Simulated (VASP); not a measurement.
A run of VASP 6.6.1:

The input INCAR:

```
PREC = Accurate ; ENCUT = 500
EDIFF = 1E-7 ; ISMEAR = -1
SIGMA = 0.1 ; LREAL = F
LASPH = T ; NELM = 120
ALGO = Normal ; ISIF = 8
LWAVE = F ; LCHARG = F
GGA = PS ; IBRION = 2
NSW = 80 ; EDIFFG = -0.02
GGA_COMPAT = F ; NELMIN = 4
```

File KPOINTS:

```
Automatic mesh
0
Gamma
  9 9 9
```

File POSCAR:

```
Pt
1.0
    0.0000000000      1.9609000000      1.9609000000
    1.9609000000      0.0000000000      1.9609000000
    1.9609000000      1.9609000000      0.0000000000
Pt
1
Direct
    0.0000000000      0.0000000000      0.0000000000
```

Potentials or basis: VASP PAW PBE potentials, release 64 (Pt).

Command:

```bash
$ cat potpaw_PBE.64/Pt/POTCAR > POTCAR
$ mpirun -np 1 vasp_std > vasp.out
```

Hardware: 1 thread of AMD EPYC 7R13 Processor (Zen 3), on a shared host.

**Question.** How long does it take, and how much memory?

**Answer.** Run time: 9 s on 1 thread of AMD EPYC 7R13 Processor (Zen 3) (shared host), peak memory 0.1 GiB. Counts: scf iterations 26, k points 35, ion steps 3.
